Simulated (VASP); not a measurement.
# Ga8N7 (P1) in VASP: relaxation of cell and atoms with PBEsol

Aim: the relaxation of cell and atoms of Ga8N7 with PBEsol.

Program: VASP 6.6.1. These are calculated values, not measurements. Logs are shortened: lines on timing, memory, paths and dates and some standing lists are left out, and cuts for length are marked.

### Step 1. The cell of the first run

The typed cell holds 15 atoms: a = 6.084 Å, b = 6.084 Å, c = 6.365 Å, α = 105.16°, β = 105.16°, γ = 116.92°.

### Step 2. Relaxation of cell and atoms, PBEsol

The input, INCAR:

```
SYSTEM = Ga8N7
ALGO     = Normal         ! electronic algorithm
EDIFF    = 1E-6           ! SCF threshold, eV
EDIFFG   = -0.04          ! ionic threshold
ENCUT    = 600            ! plane-wave cutoff, eV
GGA      = PS             ! functional
IBRION   = 2              ! ionic algorithm
ISIF     = 3              ! what is computed and relaxed
ISMEAR   = 0              ! smearing method
ISYM     = 0            
LASPH    = .True.         ! aspherical terms in the spheres
LCHARG   = .False.        ! write CHGCAR
LREAL    = Auto         
LWAVE    = .False.        ! write WAVECAR
NELM     = 100            ! most SCF steps
NSW      = 70             ! ionic steps
PREC     = Accurate       ! precision mode
SIGMA    = 0.1            ! smearing width, eV
```

The input, KPOINTS:

```
k-points
0
Gamma
  3 3 3
  0 0 0
```

The input, POSCAR:

```
Ga8N7
1.0
   -3.1825782534      0.0000000000     -5.1854264119
   -3.1825782534      0.0000000000      5.1854264119
    3.1825782534      5.5123872340      0.0000000000
Ga N
8 7
Direct
    0.1669838438      0.1691929252      0.3336068614
    0.6639664045      0.6656293972      0.3305711235
    0.1622652447      0.1613628228      0.8346320400
    0.6697643188      0.6664229906      0.8353033476
    0.0861264820      0.5872675488      0.1696827808
    0.5832920699      0.0849974229      0.1691267805
    0.0855933324      0.5836938005      0.6665240134
    0.5827633643      0.0818867161      0.6699539059
    0.9782858000      0.3572720951      0.3331867372
    0.4787908799      0.8547788567      0.8368259771
    0.9826289560      0.3560898830      0.8367407078
    0.8884221335      0.7623772998      0.1611408476
    0.3898966625      0.2640661053      0.1640659011
    0.8963128822      0.7711822687      0.6658705962
    0.3984697991      0.2777756342      0.6692203376
```

Potentials or basis: VASP PAW PBE potentials, release 64 (Ga_d, N).

Command:

```
$ cat potpaw_PBE.64/Ga_d/POTCAR potpaw_PBE.64/N/POTCAR > POTCAR
$ mpirun -np 1 vasp_std > vasp.out
```

OUTCAR:

```text
SYSTEM = Ga8N7
   EDIFF = 1E-6
   EDIFFG = -0.04
   ENCUT = 600
   GGA = PS
   IBRION = 2
   ISIF = 3
   ISMEAR = 0
   ISYM = 0
   LASPH = .True.
   LREAL = Auto
   NELM = 100
   NSW = 70
   PREC = Accurate

 ion  position               nearest neighbor table
   1  0.167  0.169  0.334-  13 1.93   9 1.95  15 1.96  12 2.00
   2  0.664  0.666  0.331-  12 1.94  14 1.96  13 1.98
   3  0.162  0.161  0.835-  14 1.92  13 1.93  11 1.94  15 1.98
   4  0.670  0.666  0.835-  12 1.91  15 1.92  14 1.95  10 1.97
   5  0.086  0.587  0.170-  12 1.93   9 1.94  11 1.95
   6  0.583  0.085  0.169-  13 1.93  10 1.94   9 1.95
   7  0.086  0.584  0.667-  10 1.94   9 1.94  14 1.95  11 1.96
   8  0.583  0.082  0.670-  10 1.94  11 1.97  15 1.97
   9  0.978  0.357  0.333-   7 1.94   5 1.94   6 1.95   1 1.95
  10  0.479  0.855  0.837-   7 1.94   8 1.94   6 1.94   4 1.97
  11  0.983  0.356  0.837-   3 1.94   5 1.95   7 1.96   8 1.97
  12  0.888  0.762  0.161-   4 1.91   5 1.93   2 1.94   1 2.00
  13  0.390  0.264  0.164-   3 1.93   1 1.93   6 1.93   2 1.98
  14  0.896  0.771  0.666-   3 1.92   4 1.95   7 1.95   2 1.96
  15  0.398  0.278  0.669-   4 1.92   1 1.96   8 1.97   3 1.98

IMPORTANT INFORMATION: All symmetrisations will be switched off!
NOSYMM: (Re-)initialisation of all symmetry stuff for point group C_1.

----------------------------------------------------------------------------------------

                                     Primitive cell

  volume of cell :     181.9421

  direct lattice vectors                    reciprocal lattice vectors
    -3.182578253  0.000000000 -5.185426412    -0.157105328  0.090704803 -0.096424086
    -3.182578253  0.000000000  5.185426412    -0.157105328  0.090704803  0.096424086
     3.182578253  5.512387234  0.000000000     0.000000000  0.181409607  0.000000000

  length of vectors
     6.084196858  6.084196858  6.365156507     0.205443544  0.205443544  0.181409607

  position of ions in fractional coordinates (direct lattice)
     0.166983844  0.169192925  0.333606861
     0.663966405  0.665629397  0.330571124
     0.162265245  0.161362823  0.834632040
     0.669764319  0.666422991  0.835303348
     0.086126482  0.587267549  0.169682781
     0.583292070  0.084997423  0.169126781
     0.085593332  0.583693801  0.666524013
     0.582763364  0.081886716  0.669953906
     0.978285800  0.357272095  0.333186737
     0.478790880  0.854778857  0.836825977
     0.982628956  0.356089883  0.836740708
     0.888422134  0.762377300  0.161140848
     0.389896662  0.264066105  0.164065901
     0.896312882  0.771182269  0.665870596
[... 103 lines left out ...]
  Thomas-Fermi vector in A             =   2.608584
   LORBIT       =      0    0 simple, 1 ext, 2 COOP (PROOUT), +10 PAW based schemes
   GGA     = PS    functional components
   LHFCALC =     F    Hartree Fock is set to
   AEXX    =    0.0000 exact exchange contribution
   IVDW    =     0    specifies the selected vdW correction
   LEPSILON=     F    determine dielectric tensor
   LRPA    =     F    only Hartree local field effects (RPA)
 conjugate gradient relaxation of ions
 non-spin polarized calculation
 Gauss-broadening in eV      SIGMA  =   0.10
  energy-cutoff  :      600.00
  volume of cell :      181.94
 maximum number of plane-waves:      6095
 NGX is ok and might be reduce to    50
   NGX = 25   NGY = 25   NGZ = 25

--------------------------------------- Ionic step        1  -------------------------------------------

 number of electron     138.9999995 magnetization

 Free energy of the ion-electron system (eV)
  ---------------------------------------------------
  ext. energy  EPLUGINS =         0.00000000
  ---------------------------------------------------
  free energy    TOTEN  =       -92.71160230 eV

  energy without entropy =      -92.68375818  energy(sigma->0) =      -92.69768024

------------------------ aborting loop because EDIFF is reached ----------------------------------------

  FORCE on cell =-STRESS in cart. coord.  units (eV):
  Direction    XX          YY          ZZ          XY          YZ          ZX
  --------------------------------------------------------------------------------------
  -------------------------------------------------------------------------------------
  Total       -0.1548081      0.6934739      0.3239331      0.2855010      0.0376251      0.0361487
  in kB       -1.3632355      6.1067120      2.8525455      2.5141137      0.3313259      0.3183241
  external PRESSURE =       2.5320073 kB  Pullay stress =       0.0000000 kB
[... 128 lines left out ...]
  FREE ENERGIE OF THE ION-ELECTRON SYSTEM (eV)
  ---------------------------------------------------
  free  energy   TOTEN  =       -92.8230155184 eV

  energy  without entropy=      -92.7965411572  energy(sigma->0) =      -92.80977834

[... ionic steps 4 to 8 ...]

--------------------------------------- Ionic step        9  -------------------------------------------

 number of electron     139.0000005 magnetization

------------------------ aborting loop because EDIFF is reached ----------------------------------------
[... 93 lines left out ...]
--------------------------------------- Ionic step       11  -------------------------------------------

 number of electron     139.0000003 magnetization

 Free energy of the ion-electron system (eV)
  ---------------------------------------------------
  ext. energy  EPLUGINS =         0.00000000
  ---------------------------------------------------
  free energy    TOTEN  =       -92.85104071 eV

  energy without entropy =      -92.81998948  energy(sigma->0) =      -92.83551510

 E-fermi :   7.1050     XC(G=0): -11.7851

 val. band max:        7.0986373573   @ k =   0.0000  -0.3333  -0.0000
 cond. band min:       7.1095446724   @ k =  -0.3333   0.0000   0.3333
 fundamental gap:      0.0109073151
 Fermi energy:         7.1050478729

 k-point     1 :       0.0000    0.0000    0.0000
  band No.  band energies     occupation
      1     -10.9298      2.00000
      2     -10.1032      2.00000
      3     -10.0778      2.00000
      4      -9.9833      2.00000
      5      -9.9516      2.00000
      6      -9.9364      2.00000
[... 1165 lines left out ...]
     80      12.4730      0.00000
     81      12.6051      0.00000
 [bands above 81 left out]

------------------------ aborting loop because EDIFF is reached ----------------------------------------

  FORCE on cell =-STRESS in cart. coord.  units (eV):
  Direction    XX          YY          ZZ          XY          YZ          ZX
  --------------------------------------------------------------------------------------
  -------------------------------------------------------------------------------------
  Total       -0.0911616     -0.0517260      0.0072854      0.0208444     -0.0336298      0.0236688
  in kB       -0.8091668     -0.4591295      0.0646662      0.1850184     -0.2985041      0.2100881
  external PRESSURE =      -0.4012100 kB  Pullay stress =       0.0000000 kB
[... 30 lines left out ...]
  FREE ENERGIE OF THE ION-ELECTRON SYSTEM (eV)
  ---------------------------------------------------
  free  energy   TOTEN  =       -92.8510407080 eV

  energy  without entropy=      -92.8199894820  energy(sigma->0) =      -92.83551510

 reached required accuracy - stopping structural energy minimisation
```

OSZICAR:

```text
N       E                     dE             d eps       ncg     rms          rms(c)
DAV:   1     0.206946540595E+04    0.20695E+04   -0.62582E+04  2554   0.337E+03
DAV:   2     0.429556175413E+03   -0.16399E+04   -0.15621E+04  2324   0.947E+02
DAV:   3    -0.418711522524E+02   -0.47143E+03   -0.44899E+03  2765   0.303E+02
[... 106 lines left out ...]
DAV:   5    -0.928510213300E+02   -0.39017E-04   -0.51496E-04  2696   0.302E-01    0.137E-02
DAV:   6    -0.928510324782E+02   -0.11148E-04   -0.18050E-04  2896   0.196E-01    0.686E-03
DAV:   7    -0.928510393016E+02   -0.68235E-05   -0.82366E-05  3440   0.844E-02    0.392E-03
DAV:   8    -0.928510401813E+02   -0.87968E-06   -0.12896E-05  1920   0.480E-02    0.185E-03
DAV:   9    -0.928510407080E+02   -0.52674E-06   -0.54688E-06  2016   0.170E-02
  11 F= -.92851041E+02 E0= -.92835515E+02  d E =-.126017E-02
```

Wall time 36 min (1 thread of AMD EPYC 9R45 (Zen 5), shared host); peak memory 0.44 GiB.

What came out:

```yaml
Free_energy: -92.8510 eV
Relaxed_volume: 12.03 Å³/atom
Relaxed_cell: a = 6.055 Å, b = 6.061 Å, c = 6.354 Å, α = 105.01°, β = 105.47°, γ = 116.61°
Space_group_after_relaxing_to_0.1_Å: Cm (No. 8)
Energy_gained_by_relaxing: 9.3 meV/atom
Ionic_steps: 11
Pressure_after_relaxing: 0.0 GPa
Largest_force_after_relaxing: 0.035 eV/Å
Band_gap_on_the_k_mesh: zero (an odd number of electrons rules out a gap without spin polarisation)
```

Forces on the atoms (eV/Å):
```
Ga  -0.015  0.010 -0.029
Ga  -0.003 -0.005  0.025
Ga   0.001 -0.015  0.007
Ga  -0.002 -0.013 -0.003
Ga   0.023 -0.002  0.010
Ga  -0.019  0.007  0.011
Ga  -0.001  0.006  0.004
Ga   0.002  0.019  0.000
N   -0.004  0.012 -0.019
N    0.005 -0.024  0.010
N    0.010 -0.023 -0.003
N    0.008 -0.011  0.002
N    0.011  0.001  0.004
N   -0.006  0.014 -0.002
N   -0.009  0.025 -0.017
```

The path:
```
step  energy change (eV)  largest force (eV/Å)  pressure (GPa)  volume (Å³)
   1              0.0000                1.0025            0.25       181.94
   2             -0.1114                0.2505           -1.13       182.45
   3             -0.1114                0.2570           -1.11       182.44
   4             -0.1290                0.1772            0.50       180.31
   5             -0.1291                0.1725            0.58       180.18
   6             -0.1351                0.1019           -0.10       180.63
   7             -0.1351                0.1063           -0.13       180.65
   8             -0.1373                0.0715           -0.02       180.52
   9             -0.1381                0.0658            0.04       180.43
  10             -0.1382                0.0819            0.09       180.39
  11             -0.1394                0.0346           -0.04       180.50
```

Final structure:
```
Ga N
1.0
    -3.17998   -0.01387   -5.15275
    -3.18553    0.01587    5.15612
     3.18101    5.50041    0.01413
Ga N
8 7
Direct
  0.16702 0.16661 0.33553
  0.65754 0.67015 0.32982
  0.16683 0.16564 0.83384
  0.66660 0.66532 0.83399
  0.09395 0.58727 0.17184
  0.58337 0.07737 0.17164
  0.08212 0.58381 0.66689
  0.58118 0.07685 0.65844
  0.97894 0.35484 0.33501
  0.47820 0.85504 0.83424
  0.97843 0.35543 0.83429
  0.89777 0.77248 0.16930
  0.39518 0.27000 0.16896
  0.89063 0.77223 0.66439
  0.39581 0.27094 0.66828
```

Caveat: the k points lie up to 0.43 Å⁻¹ apart in the final cell, too coarse for converged energies and pressures of a metal; the PAW data sets were made with another functional, which shifts forces and pressure a little; an odd number of electrons without spin polarisation forces a metal; a magnetic or distorted state may lie lower.
